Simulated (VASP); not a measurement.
# SnSb3 (I4/mmm) in VASP: notebook

The runs below take SnSb3 through single point, with PBE.

All numbers are computed with VASP 6.6.1; they aren't measurements. Logs are shortened: lines on timing, memory, paths and dates and some standing lists are left out, and cuts for length are marked.

### Step 1. The cell of the first run

Symmetry: I4/mmm, No. 139, tetragonal system. The conventional cell has a = 4.615 Å, b = 4.615 Å, c = 10.309 Å, α = 90.00°, β = 90.00°, γ = 90.00°. Sn (site symmetry 4/mmm) has 12 Sb at 3.26 to 3.46 Å within 4.3 Å. Sb (site symmetry 4/mmm) has 4 Sn at 3.26 Å and 8 Sb at 3.46 Å within 4.3 Å. Within 4.3 Å of Sb (site symmetry -4m2) lie 8 Sb at 3.26 to 3.46 Å and 4 Sn at 3.46 Å.

### Step 2. Single point, PBE

Contents of INCAR:

```
SYSTEM = SnSb3
PREC = Accurate
ENCUT = 520
EDIFF = 1E-6
ISMEAR = 0
SIGMA = 0.1
LREAL = .False.
LASPH = .True.
NELM = 60
ALGO = Normal
ISIF = 2
LWAVE = .False.
LCHARG = .False.
GGA = PE
NBANDS = 22
```

Contents of KPOINTS:

```
Automatic mesh
0
Gamma
  6 6 6
  0 0 0
```

Contents of POSCAR:

```
SnSb3
1.0
   -2.3075113593      2.3075113593      5.1544409585
    2.3075113593     -2.3075113593      5.1544409585
    2.3075113593      2.3075113593     -5.1544409585
Sn Sb
1 3
Direct
    0.0000000000      0.0000000000      0.0000000000
    0.5000000000      0.5000000000      0.0000000000
    0.2500000000      0.7500000000      0.5000000000
    0.7500000000      0.2500000000      0.5000000000
```

Potentials or basis: VASP PAW PBE potentials, release 64 (Sn_d, Sb).

Run with:

```sh
cat potpaw_PBE.64/Sn_d/POTCAR potpaw_PBE.64/Sb/POTCAR > POTCAR
mpirun -np 1 vasp_std > vasp.out
```

OUTCAR:

```text
SYSTEM = SnSb3
   PREC = Accurate
   ENCUT = 520
   EDIFF = 1E-6
   ISMEAR = 0
   LREAL = .False.
   LASPH = .True.
   NELM = 60
   ISIF = 2
   GGA = PE

 ion  position               nearest neighbor table
   1  0.000  0.000  0.000-   2 3.26   2 3.26   2 3.26   2 3.26   4 3.46   3 3.46   4 3.46   3 3.46
                             4 3.46   4 3.46   3 3.46   3 3.46
   2  0.500  0.500  0.000-   1 3.26   1 3.26   1 3.26   1 3.26   4 3.46   3 3.46   4 3.46   3 3.46
                             3 3.46   3 3.46   4 3.46   4 3.46
   3  0.250  0.750  0.500-   4 3.26   4 3.26   4 3.26   4 3.26   2 3.46   1 3.46   2 3.46   1 3.46
                             1 3.46   1 3.46   2 3.46   2 3.46
   4  0.750  0.250  0.500-   3 3.26   3 3.26   3 3.26   3 3.26   2 3.46   1 3.46   2 3.46   1 3.46
                             2 3.46   2 3.46   1 3.46   1 3.46

  LATTYP: Found a body centered tetragonal cell.
 ALAT       =     4.6150227186
 C/A-ratio  =     2.2337662338

  Lattice vectors:

 A1 = (  -2.3075113593,   2.3075113593,   5.1544409585)
 A2 = (   2.3075113593,  -2.3075113593,   5.1544409585)
 A3 = (   2.3075113593,   2.3075113593,  -5.1544409585)

Analysis of symmetry for initial positions (statically):
=====================================================================
 Subroutine PRICEL returns:
 Original cell was already a primitive cell.

 Routine SETGRP: Setting up the symmetry group for a
 body centered tetragonal supercell.

 Subroutine GETGRP returns: Found 16 space group operations
 (whereof 16 operations were pure point group operations)
 out of a pool of 16 trial point group operations.

The static configuration has the point symmetry D_4h.

Analysis of symmetry for dynamics (positions and initial velocities):
=====================================================================
 Subroutine PRICEL returns:
 Original cell was already a primitive cell.

 Routine SETGRP: Setting up the symmetry group for a
 body centered tetragonal supercell.

 Subroutine GETGRP returns: Found 16 space group operations
 (whereof 16 operations were pure point group operations)
 out of a pool of 16 trial point group operations.

The dynamic configuration has the point symmetry D_4h.

 Subroutine INISYM returns: Found 16 space group operations
 (whereof 16 operations are pure point group operations),
 and found     1 'primitive' translations

----------------------------------------------------------------------------------------

                                     Primitive cell

  volume of cell :     109.7815

  direct lattice vectors                    reciprocal lattice vectors
    -2.307511359  2.307511359  5.154440959     0.000000000  0.216683657  0.097003730
     2.307511359 -2.307511359  5.154440959     0.216683657  0.000000000  0.097003730
     2.307511359  2.307511359 -5.154440959     0.216683657  0.216683657  0.000000000

  length of vectors
     6.100612997  6.100612997  6.100612997     0.237405836  0.237405836  0.306436967

  position of ions in fractional coordinates (direct lattice)
     0.000000000  0.000000000  0.000000000
     0.500000000  0.500000000  0.000000000
     0.250000000  0.750000000  0.500000000
     0.750000000  0.250000000  0.500000000

  ion indices of the primitive-cell ions
   primitive index   ion index
                 1           1
                 2           2
                 3           3
                 4           4

----------------------------------------------------------------------------------------

 KPOINTS: Automatic mesh

Automatic generation of k-mesh.
 Grid dimensions read from file:
 generate k-points for:    6    6    6

 Generating k-lattice:

  Cartesian coordinates                     Fractional coordinates (reciprocal lattice)
     0.000000000  0.036113943  0.016167288     0.166666667 -0.000000000  0.000000000
     0.036113943  0.000000000  0.016167288    -0.000000000  0.166666667  0.000000000
     0.036113943  0.036113943  0.000000000     0.000000000  0.000000000  0.166666667

  Length of vectors
     0.039567639  0.039567639  0.051072828

  Shift w.r.t. Gamma in fractional coordinates (k-lattice)
     0.000000000  0.000000000  0.000000000

 Subroutine IBZKPT returns following result:
 ===========================================

 Found     30 irreducible k-points:

 Following reciprocal coordinates:
            Coordinates               Weight
  0.000000  0.000000  0.000000      1.000000
  0.166667  0.000000  0.000000      8.000000
  0.333333  0.000000  0.000000      8.000000
  0.500000 -0.000000  0.000000      4.000000
  0.166667  0.166667  0.000000      8.000000
  0.333333  0.166667  0.000000     16.000000
[... 16 lines left out ...]
 -0.333333 -0.333333  0.166667      8.000000
 -0.166667 -0.333333  0.166667      8.000000
 [... further k-points ...]
   k-points           NKPTS =     30   k-points in BZ     NKDIM =     30   number of bands    NBANDS=     22
   number of dos      NEDOS =    301   number of ions     NIONS =      4
   total plane-waves  NPLWV = 110592
   dimension x,y,z NGX =    48 NGY =   48 NGZ =   48
   dimension x,y,z NGXF=    96 NGYF=   96 NGZF=   96
   ions per type =               1   3
   NGX,Y,Z   is equivalent  to a cutoff of  13.08, 13.08, 13.08 a.u.
   NGXF,Y,Z  is equivalent  to a cutoff of  26.16, 26.16, 26.16 a.u.
 SYSTEM =  SnSb3
   PREC   = accura    normal or accurate (medium, high low for compatibility)
   ISTART =      0    job   : 0-new  1-cont  2-samecut
   ICHARG =      2    charge: 1-file 2-atom 10-const
   ISPIN  =      1    spin polarized calculation?
   LNONCOLLINEAR =      F non collinear calculations
   LSORBIT =      F    spin-orbit coupling
   LASPH  =      T    aspherical Exc in radial PAW
   ENCUT  =  520.0 eV  38.22 Ry    6.18 a.u.  11.34 11.34 11.34*2*pi/ulx,y,z
   NELM   =     60;   NELMIN=  2; NELMDL= -5     # of ELM steps
   EDIFF  = 0.1E-05   stopping-criterion for ELM
   LREAL  =      F    real-space projection
   EDIFFG = 0.1E-04   stopping-criterion for IOM
   NSW    =      0    number of steps for IOM
   IBRION =     -1    ionic relax: 0-MD 1-quasi-New 2-CG
   NFREE  =      0    steps in history (QN), initial steepest desc. (CG)
   ISIF   =      2    stress and relaxation
   ISYM   =      2    0-nonsym 1-usesym 2-fastsym
   POTIM  = 0.5000    time-step for ionic-motion
   TEBEG  =    0.0;   TEEND  =   0.0 temperature during run
   PSTRESS=    0.0 pullay stress
   NELECT =      29.0000    total number of electrons
   NUPDOWN=      -1.0000    fix difference up-down
   EMIN   =  10.00;   EMAX   =-10.00  energy-range for DOS
   EFERMI =   0.00;   METHOD = LEGACY
   ISMEAR =     0;   SIGMA  =   0.10  broadening in eV -4-tet -1-fermi 0-gaus
   EFERMI_NEDOS =   21; number of points for ismear=-14 and -15
   IALGO  =     38    algorithm
   IMIX   =      4    mixing-type and parameters
     AMIX     =   0.40;   BMIX     =  1.00
     AMIX_MAG =   1.60;   BMIX_MAG =  1.00
  volume/ion in A,a.u.               =      27.45       185.21
  Fermi-wavevector in a.u.,A,eV,Ry     =   1.050423  1.985013 15.012525  1.103389
  Thomas-Fermi vector in A             =   2.185426
   LORBIT       =      0    0 simple, 1 ext, 2 COOP (PROOUT), +10 PAW based schemes
   GGA     = PE    functional components
   LHFCALC =     F    Hartree Fock is set to
   AEXX    =    0.0000 exact exchange contribution
   IVDW    =     0    specifies the selected vdW correction
   LEPSILON=     F    determine dielectric tensor
   LRPA    =     F    only Hartree local field effects (RPA)
 non-spin polarized calculation
 Gauss-broadening in eV      SIGMA  =   0.10
  energy-cutoff  :      520.00
  volume of cell :      109.78
 maximum number of plane-waves:      2980
 NGX is ok and might be reduce to    48
   NGX = 23   NGY = 23   NGZ = 23

 number of electron      29.0000000 magnetization

 Free energy of the ion-electron system (eV)
  ---------------------------------------------------
  ext. energy  EPLUGINS =         0.00000000
  ---------------------------------------------------
  free energy    TOTEN  =       -15.32892717 eV

  energy without entropy =      -15.30857933  energy(sigma->0) =      -15.31875325

 E-fermi :   8.1856     XC(G=0): -10.1842

 val. band max:        8.1833228797   @ k =   0.3333   0.3333   0.0000
 cond. band min:       8.1895657329   @ k =  -0.1667   0.5000   0.1667
 fundamental gap:      0.0062428533
 Fermi energy:         8.1855741468

 k-point     1 :       0.0000    0.0000    0.0000
  band No.  band energies     occupation
      1     -13.3984      2.00000
      2     -13.3856      2.00000
      3     -13.3856      2.00000
      4     -13.3634      2.00000
      5     -13.3611      2.00000
      6      -4.2374      2.00000
[... 14 lines left out ...]
     21      13.8045      0.00000
     22      14.1091      0.00000

 k-point     2 :       0.1667    0.0000    0.0000
  band No.  band energies     occupation
      1     -13.3978      2.00000
      2     -13.3863      2.00000
      3     -13.3855      2.00000
      4     -13.3644      2.00000
      5     -13.3599      2.00000
      6      -4.0080      2.00000
[... 14 lines left out ...]
     21      13.7054      0.00000
     22      14.5698      0.00000

 k-point     3 :       0.3333    0.0000    0.0000
  band No.  band energies     occupation
      1     -13.3965      2.00000
      2     -13.3876      2.00000
      3     -13.3853      2.00000
      4     -13.3664      2.00000
      5     -13.3575      2.00000
      6      -3.3305      2.00000
[... 14 lines left out ...]
     21      13.1146      0.00000
     22      13.9041      0.00000
[... 476 lines left out ...]
 k-point    23 :      -0.3333   -0.3333    0.1667
  band No.  band energies     occupation
      1     -13.3969      2.00000
      2     -13.3861      2.00000
      3     -13.3858      2.00000
      4     -13.3654      2.00000
      5     -13.3588      2.00000
      6      -3.2729      2.00000
[... 14 lines left out ...]
     21      12.8728      0.00000
     22      13.0745      0.00000

 k-point    24 :      -0.1667   -0.3333    0.1667
  band No.  band energies     occupation
      1     -13.3976      2.00000
      2     -13.3861      2.00000
      3     -13.3853      2.00000
      4     -13.3644      2.00000
      5     -13.3600      2.00000
      6      -3.7114      2.00000
[... 14 lines left out ...]
     21      13.0199      0.00000
     22      13.3767      0.00000

 [... further k-points ...]
[... 5 lines left out ...]
  --------------------------------------------------------------------------------------
  -------------------------------------------------------------------------------------
  Total        0.8084445      0.8084445      0.3253738      0.0000000      0.0000000      0.0000000
  in kB       11.7986295     11.7986295      4.7485812      0.0000000      0.0000000      0.0000000
  external PRESSURE =       9.4486134 kB  Pullay stress =       0.0000000 kB

 VOLUME and BASIS-vectors are now :
 -----------------------------------------------------------------------------
  energy-cutoff  :      520.00
  volume of cell :      109.78
      direct lattice vectors                 reciprocal lattice vectors
    -2.307511359  2.307511359  5.154440959     0.000000000  0.216683657  0.097003730
     2.307511359 -2.307511359  5.154440959     0.216683657  0.000000000  0.097003730
     2.307511359  2.307511359 -5.154440959     0.216683657  0.216683657  0.000000000

 POSITION                                       TOTAL-FORCE (eV/Angst)
 -----------------------------------------------------------------------------------
      0.00000      0.00000      0.00000        -0.000000     -0.000000     -0.000000
      0.00000      0.00000      5.15444        -0.000000     -0.000000     -0.000000
      2.30751     -0.00000      2.57722        -0.000000     -0.000000      0.000000
     -0.00000      2.30751      2.57722         0.000000      0.000000     -0.000000
 -----------------------------------------------------------------------------------
    total drift:                                0.000000     -0.000000     -0.000000

  FREE ENERGIE OF THE ION-ELECTRON SYSTEM (eV)
  ---------------------------------------------------
  free  energy   TOTEN  =       -15.3289271678 eV

  energy  without entropy=      -15.3085793301  energy(sigma->0) =      -15.31875325
```

Run time: 44 s. Hardware: 1 thread of Intel Xeon 6975P-C (Granite Rapids), shared host; peak memory 0.34 GiB.

What came out:

```yaml
Free_energy: -15.3289 eV
Pressure: 0.9 GPa
Band_gap_on_the_k_mesh: zero (an odd number of electrons rules out a gap without spin polarisation)
```

Caveat: spin-orbit coupling is left out, which moves the levels of the heavy elements.

### Step 3. Single point, PBE

This run uses another cell than the first one, of 28.14 Å³/atom.

Contents of INCAR:

```
ALGO = Normal
EDIFF = 1E-6
ENCUT = 520
GGA = PE
ISIF = 2
ISMEAR = 0
LASPH = T
LCHARG = F
LREAL = F
LWAVE = F
NBANDS = 22
NELM = 100
PREC = Accurate
SIGMA = 0.1
```

Contents of KPOINTS:

```
k-points
0
Gamma
  14 14 14
```

Contents of POSCAR:

```
SnSb3
1.0
   -2.2464340563      2.2464340563      5.5754471653
    2.2464340563     -2.2464340563      5.5754471653
    2.2464340563      2.2464340563     -5.5754471653
Sn Sb
1 3
Direct
    0.0000000000      0.0000000000      0.0000000000
    0.5000000000      0.5000000000      0.0000000000
    0.2500000000      0.7500000000      0.5000000000
    0.7500000000      0.2500000000      0.5000000000
```

Potentials or basis: VASP PAW PBE potentials, release 64 (Sn_d, Sb).

Run with:

```sh
cat potpaw_PBE.64/Sn_d/POTCAR potpaw_PBE.64/Sb/POTCAR > POTCAR
mpirun -np 1 vasp_std > vasp.out
```

It took 4.4 min on 1 thread of Intel Xeon 6975P-C (Granite Rapids), shared host; peak memory 0.72 GiB.

Results (log left out):

```yaml
Free_energy: -15.3948 eV
Pressure: -0.1 GPa
Band_gap_on_the_k_mesh: zero (an odd number of electrons rules out a gap without spin polarisation)
```

Levels at points of the mesh, in eV from the Fermi level:
```
           k point  band 11  band 12  band 13  band 14  band 15  band 16  band 17  band 18  band 19  band 20
(0.00, 0.00, 0.00)    -2.97    -2.97    -2.38    -2.38    -0.29     0.04     2.63     2.63     4.72     5.87
(0.50, 0.00, 0.00)    -2.39    -1.69    -1.35    -0.33    -0.30     0.37     0.38     0.79     1.15     3.06
(0.50, 0.50, 0.00)    -5.11    -3.60    -3.37    -1.56    -1.17     1.74     2.28     5.24     5.30     6.15
(0.50, 0.50, 0.50)    -3.87    -0.73    -0.70    -0.70    -0.64     0.68     1.60     3.39     3.39     3.64
```

Caveat: spin-orbit coupling is left out, which moves the levels of the heavy elements.
